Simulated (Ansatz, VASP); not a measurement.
TiC in VASP and in Ansatz

```
Ti C
1.0
     0.00000    2.21000    2.21000
     2.21000    0.00000    2.21000
     2.21000    2.21000    0.00000
Ti C
1 1
Direct
  0.00000 0.00000 0.00000
  0.50000 0.50000 0.50000
```

Alike in both runs: task single point; functional HSE06; k mesh 6 × 6 × 6; occupations gaussian, width 0.05 eV; no spin polarisation.

```csv
,VASP,Ansatz
version,VASP 6.6.1,Ansatz 0.2.0
potentials or method,"VASP PAW PBE potentials, release 64 (Ti_sv, C), cutoff 520 eV","scalar-relativistic, plane waves, PAW"
valence electrons in the cell,16,16
```

VASP gave:

```
gap on the k mesh at the Fermi level (eV) : none
pressure (GPa)                            : -18.4
```

Question: Which values does Ansatz return?

Answer: gap on the k mesh at the Fermi level (eV): none; pressure (GPa): -18.5.

A gap of «none» marks a metal or a gap that the smearing closes. The functional is the same, so the differences come from potentials, cutoffs and numerics. Ansatz's warnings: filled band counts differ across k points, stress exchange threshold loose, stress scf threshold loose.

The k mesh is coarse, so the values compare programs but aren't converged.
